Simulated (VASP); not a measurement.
Runs of VASP 6.6.1 on Ni2H. The typed cell holds 3 atoms: a = 2.643 Å, b = 2.643 Å, c = 4.308 Å, α = 90.00°, β = 90.00°, γ = 120.00°. 

| fixed moment (μB) | pressure (GPa) | moment (μB) | largest force (eV/Å) |
| --- | --- | --- | --- |
| - | -16.8 | (a) | 1.06 |
| 0.9 | -16.1 | 0.90 | 1.05 |
| 2.1 | (b) | 2.10 | 1.25 |
| 1.5 | -14.2 | 1.50 | 1.12 |

Alike in all rows: task single point; level PBEsol; potentials or basis VASP PAW PBE potentials, release 64 (Ni, H); spin collinear, ferromagnetic start; cell as given; k mesh 12 × 12 × 6; cutoff (eV) 520; smearing fermi-dirac 0.05 eV.

Task: Fill in the values left out.

Result: (a) 0.51; (b) -11.3.

Caveats: the cell stands under tension; the PAW data sets were made with another functional, which shifts forces and pressure a little; the total moment is fixed, so each spin has its own Fermi level and the state may be an excited one (at least some runs).
